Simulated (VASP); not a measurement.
Here is a VASP 6.6.1 calculation.

The input INCAR:

```
PREC = Accurate
ENCUT = 600
EDIFF = 1E-7
ISMEAR = -1
SIGMA = 0.05
LREAL = F
LASPH = T
NELM = 100
ALGO = Normal
ISIF = 3
LWAVE = F
LCHARG = F
GGA = PS
IBRION = 2
NSW = 80
EDIFFG = -0.01
PSTRESS = 300.0
```

KPOINTS

```
Automatic mesh
0
Gamma
  9 9 5
```

Contents of POSCAR:

```
Sb
1.0
    3.3545324186      0.0000000000      0.0000000000
   -1.6772662093      2.9051102923      0.0000000000
    0.0000000000      0.0000000000      5.4701606500
Sb
2
Direct
    0.6666666667      0.3333333333      0.7500000000
    0.3333333333      0.6666666667      0.2500000000
```

Potentials or basis: VASP PAW PBE potentials, release 64 (Sb).

The run is started by

```bash
$ cat potpaw_PBE.64/Sb/POTCAR > POTCAR
$ mpirun -np 1 vasp_std > vasp.out
```

Q: What does it give for the relaxed volume?

A: 20.34 Å³/atom.

Q: Estimate the space group after relaxing (to 0.05 Å).

A: P6_3/mmc (No. 194).

Final structure:
```
Sb
1.0
     3.07554    0.00000    0.00000
    -1.53777    2.66349    0.00000
     0.00000    0.00000    4.96499
Sb
2
Direct
  0.66667 0.33333 0.75000
  0.33333 0.66667 0.25000
```

Caveat: the cell is relaxed towards a set pressure, so the enthalpy falls and the energy may rise; the volume moved by over 15 % at a fixed basis, so the end points are rough; the PAW data sets were made with another functional, which shifts forces and pressure a little.
